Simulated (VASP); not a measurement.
A run of VASP 6.6.1 is set up as follows.

INCAR

```
PREC = Accurate ; ENCUT = 520
EDIFF = 1E-8 ; ISMEAR = 0
SIGMA = 0.01 ; LREAL = F
LASPH = T ; NELM = 80
ALGO = Normal ; ISIF = 2
LWAVE = F ; LCHARG = F
METAGGA = R2SCAN ; LMIXTAU = T
LCALCEPS = T
```

KPOINTS

```
Automatic mesh
0
Gamma
  8 8 8
```

POSCAR

```
BAs
1.0
    0.0000000000      2.2961928999      2.2961928999
    2.2961928999      0.0000000000      2.2961928999
    2.2961928999      2.2961928999      0.0000000000
B As
1 1
Direct
    0.0000000000      0.0000000000      0.0000000000
    0.2500000000      0.2500000000      0.2500000000
```

Potentials or basis: VASP PAW PBE potentials, release 64 (B, As).

The run is started by

```sh
$ cat potpaw_PBE.64/B/POTCAR potpaw_PBE.64/As/POTCAR > POTCAR
$ mpirun -np 1 vasp_std > vasp.out
```

Task: What does it give for the electronic dielectric tensor (diagonal)?

Result: 8.86.

Task: Predict the Born charges (mean of the diagonal).

Result: B -0.78; As +0.78 e.

Task: Estimate the band gap on the k mesh.

Result: 1.25 eV, indirect (least direct gap 3.59 eV).

Born effective charge tensors (e):
atom 1, B
```
-0.78  0.00  0.00
 0.00 -0.78  0.00
 0.00  0.00 -0.78
```
atom 2, As
```
0.78 0.00 0.00
0.00 0.78 0.00
0.00 0.00 0.78
```

Caveat: the cell differs from its parent crystal (strain -4.0%). A k mesh can miss the band edges.
